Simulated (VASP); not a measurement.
Here is a VASP 6.6.1 calculation.

The input POSCAR:

```
AlNi
1.0
    2.8810000000      0.0000000000      0.0000000000
    0.0000000000      2.8810000000      0.0000000000
    0.0000000000      0.0000000000      2.8810000000
Al Ni
1 1
Direct
    0.0000000000      0.0000000000      0.0000000000
    0.5000000000      0.5000000000      0.5000000000
```

INCAR.step1

```
SYSTEM = AlNi
ALGO = Normal
EDIFF = 1E-6
ENCUT = 520
GGA = PE
ISIF = 2
ISMEAR = 0
ISPIN = 2
LASPH = .TRUE.
LCHARG = .TRUE.
LMAXMIX = 4
LREAL = .FALSE.
LWAVE = .FALSE.
MAGMOM = 0 0
NBANDS = 18
NELM = 150
PREC = Accurate
SIGMA = 0.05
```

KPOINTS.step1

```
k-points
0
G
  12 12 12
  0 0 0
```

INCAR.step2

```
SYSTEM = AlNi
ALGO = Normal
EDIFF = 1E-6
ENCUT = 520
GGA = PE
ICHARG = 11
ISIF = 2
ISMEAR = -5
ISPIN = 2
LASPH = .TRUE.
LCHARG = .FALSE.
LMAXMIX = 4
LORBIT = 10
LREAL = .FALSE.
LWAVE = .FALSE.
MAGMOM = 0 0
NEDOS = 1001
NELM = 150
PREC = Accurate
SIGMA = 0.05
```

The input KPOINTS.step2:

```
k-points
0
G
  18 18 18
  0 0 0
```

Potentials or basis: VASP PAW PBE potentials, release 64 (Al, Ni).

Run with:

```bash
$ cat potpaw_PBE.64/Al/POTCAR potpaw_PBE.64/Ni/POTCAR > POTCAR
$ cp INCAR.step1 INCAR
$ cp KPOINTS.step1 KPOINTS
$ mpirun -np 1 vasp_std > vasp.out
$ cp INCAR.step2 INCAR
$ cp KPOINTS.step2 KPOINTS
$ mpirun -np 1 vasp_std > vasp.out
```

Problem. What does it give for the net moment?

Solution. 0.00 μB per cell.
